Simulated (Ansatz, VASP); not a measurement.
# Si32PC30 in VASP and in Ansatz

```
Si C P
1.0
     8.70799    0.00000    0.00000
     0.00000    8.70799    0.00000
     0.00000    0.00000    8.70799
Si C P
32 30 1
Direct
  0.61920 0.13080 0.11225
  0.87647 0.37435 0.12326
  0.87167 0.12431 0.37497
  0.12248 0.12507 0.12308
  0.41094 0.33906 0.10064
  0.62493 0.62752 0.12308
  0.87107 0.87893 0.12171
  0.36010 0.11058 0.39023
  0.63942 0.38990 0.39023
  0.87625 0.62797 0.37792
  0.62397 0.12603 0.62752
  0.87473 0.37655 0.62720
  0.87639 0.12415 0.87501
  0.11066 0.63934 0.10758
  0.37565 0.87353 0.12326
  0.10829 0.35850 0.39129
  0.39150 0.64171 0.39129
  0.62569 0.87833 0.37497
  0.12202 0.12143 0.62708
  0.37549 0.37451 0.62877
  0.62857 0.62798 0.62708
  0.87494 0.87506 0.62390
  0.37416 0.12176 0.87179
  0.62824 0.37584 0.87179
  0.87427 0.62699 0.87421
  0.12203 0.87375 0.37792
  0.12445 0.62555 0.62549
  0.37345 0.87527 0.62720
  0.12477 0.37557 0.87591
  0.37443 0.62523 0.87591
  0.62585 0.87361 0.87501
  0.12301 0.87573 0.87421
  0.49736 0.99740 0.99762
  0.75260 0.25264 0.99762
  0.74226 0.00774 0.24771
  0.99929 0.00004 0.99975
  0.24883 0.24378 0.99656
  0.50622 0.50117 0.99656
  0.74996 0.75071 0.99975
  0.24925 0.99960 0.24799
  0.75040 0.50075 0.24799
  0.50095 0.00151 0.50239
  0.74849 0.24905 0.50239
  0.75000 0.00000 0.75009
  0.99671 0.49987 0.99673
  0.25013 0.75329 0.99673
  0.99577 0.24662 0.24991
  0.50338 0.75423 0.24991
  0.99793 0.00061 0.49909
  0.25045 0.24788 0.50673
  0.50212 0.49955 0.50673
  0.74939 0.75207 0.49909
  0.24799 0.99846 0.74905
  0.49998 0.25002 0.75111
  0.75154 0.50201 0.74905
  0.99649 0.75351 0.24945
  0.99748 0.50091 0.50300
  0.24909 0.75252 0.50300
  0.99997 0.25022 0.74873
  0.24967 0.50033 0.75094
  0.49978 0.75003 0.74873
  0.99946 0.75054 0.74881
  0.26198 0.48802 0.24504
```

Alike in both runs: functional PBE; k mesh 1 × 1 × 1; occupations gaussian, width 0.05 eV; collinear spin.

Ansatz relaxed the structure, and its values are those at the end. VASP's run is a single point on that final structure, the one shown.

|  | VASP | Ansatz |
| --- | --- | --- |
| version | VASP 6.6.1 | Ansatz 0.2.0 |
| potentials or method | VASP PAW PBE potentials, release 64 (Si, C, P), cutoff 520 eV | scalar-relativistic, plane waves, PAW |
| valence electrons in the cell | 253 | 253 |

|  | VASP | Ansatz | Ansatz less VASP |
| --- | --- | --- | --- |
| rms of the force components (eV/Å) | 0.008 | 0.006 | -0.0016 |
| net moment per atom (μB) | 0.02 | 0.02 | 0.000 |
